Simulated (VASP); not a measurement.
Write the native input for VASP 6.6.1 that does the following.

| Quantity | Value |
| --- | --- |
| Task | single point |
| Functional | LDA |
| Potentials or basis | VASP PAW LDA potentials, release 64 (Pd) |
| Cutoff | 520 eV |
| k mesh | 15 × 15 × 15 |
| Occupations | fermi-dirac, width 0.05 eV |
| Spin | collinear spin, ferromagnetic start |
| Starting moments | [0.5] μB |
| Dipole correction | no |
| Further INCAR settings | ALGO = Normal; EDIFF = 1e-06; NBANDS = 15 |

The structure of Pd lies in POSCAR:

```
Pd
1.0
    0.0000000000      1.9202771092      1.9202771092
    1.9202771092      0.0000000000      1.9202771092
    1.9202771092      1.9202771092      0.0000000000
Pd
1
Direct
    0.0000000000      0.0000000000      0.0000000000
```

These files were run (other wordings do the same):

INCAR

```
ALGO     = Normal         # electronic algorithm
EDIFF    = 1E-6           # SCF threshold, eV
ENCUT    = 520            # plane-wave cutoff, eV
ISIF     = 2              # what is computed and relaxed
ISMEAR   = -1             # smearing method
ISPIN    = 2              # spin polarisation
LASPH    = True           # aspherical terms in the spheres
LCHARG   = False          # write CHGCAR
LMAXMIX  = 4              # l up to which the mixer works
LORBIT   = 11             # projections on sites
LREAL    = False          # projectors in reciprocal space
LWAVE    = False          # write WAVECAR
MAGMOM   = 0.5            # initial moments
NBANDS   = 15             # bands
NELM     = 150            # most SCF steps
PREC     = Accurate       # precision mode
SIGMA    = 0.05           # smearing width, eV
```

KPOINTS

```
k-points
0
Gamma
  15 15 15
```

Potentials or basis: VASP PAW LDA potentials, release 64 (Pd).

Command:

```sh
$ cat potpaw_LDA.64/Pd/POTCAR > POTCAR
$ mpirun -np 1 vasp_std > vasp.out
```

It gave:

| Item | Value |
| --- | --- |
| Pressure | 0.0 GPa |
| Band gap on the k mesh | zero (filled and empty bands overlap) |
| Net moment | 0.00 μB per cell |
| Valence electrons inside the program's atomic spheres | Pd 9.53 |

Wall time 26 s on 1 thread of Intel(R) Xeon(R) Platinum 8488C (Sapphire Rapids) (shared host), peak memory 0.15 GiB.
